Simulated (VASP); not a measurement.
Write the native input for VASP 6.6.1 that does the following.

* Task: single point
* Functional: PBE
* Dispersion: D3(BJ)
* Potentials or basis: VASP PAW PBE potentials, release 64 (W_sv, C, Si)
* Cutoff: 520 eV
* k mesh: 4 × 4 × 1
* Occupations: fermi-dirac, width 0.1 eV
* Spin: no spin polarisation
* Dipole correction: no
* Further INCAR settings: LREAL = Auto; ALGO = Normal; EDIFF = 1e-06; NBANDS = 88

The structure of SiW8C8 lies in POSCAR:

```
SiW8C8
1.0
    5.6981000000      0.0000000000      0.0000000000
   -2.8490500000      4.9346990000      0.0000000000
    0.0000000000      0.0000000000     15.1955600000
W C Si
8 8 1
Direct
    0.0000000000      0.0000000000      0.0658086968
   -0.0012648564     -0.0024489842      0.2507864139
    0.0000000507      0.5000001013      0.0658086968
    0.0002125267      0.4999901716      0.2555105570
    0.5000000000      0.0000000000      0.0658086968
    0.5005316974      0.0011911567      0.2564291148
    0.5000000507      0.5000001013      0.0658086968
    0.4997096597      0.5000258374      0.2554841019
    0.3351027473      0.1673824483      0.1537023973
    0.3237510630      0.1545241159      0.3374610742
    0.3338379716      0.6676966518      0.1545082248
    0.3311542905      0.6625528730      0.3334354246
    0.8322630942      0.1673952150      0.1536966061
    0.8305111111      0.1544361672      0.3375378071
    0.8329047698      0.6657737382      0.1535533406
    0.8347990217      0.6699069183      0.3313661359
    0.0825185645      0.1653168714      0.4168285999
```

The input as run:

INCAR

```
  ALGO = Normal
  EDIFF = 1E-6
  ENCUT = 520
  GGA = PE
  ISIF = 2
  ISMEAR = -1
  IVDW = 12
  LASPH = True
  LCHARG = False
  LREAL = Auto
  LWAVE = False
  NBANDS = 88
  NELM = 100
  PREC = Accurate
  SIGMA = 0.1
```

KPOINTS

```
k-points
0
Gamma
  4 4 1
```

Potentials or basis: VASP PAW PBE potentials, release 64 (W_sv, C, Si).

Command:

```bash
$ cat potpaw_PBE.64/W_sv/POTCAR potpaw_PBE.64/C/POTCAR potpaw_PBE.64/Si/POTCAR > POTCAR
$ mpirun -np 1 vasp_std > vasp.out
```

It gave:

```
Largest force              : 0.427 eV/Å
Band gap on the k mesh     : zero (bands 74 and 75 overlap by 1.04 eV)
Dispersion energy per atom : -0.306 eV
```

Caveat: there is no dipole correction, which matters where the two faces differ; spin-orbit coupling is left out, which moves the levels of the heavy elements.

It took 28 min on 1 thread of Intel Xeon 8259CL (shared host), peak memory 0.6 GiB.
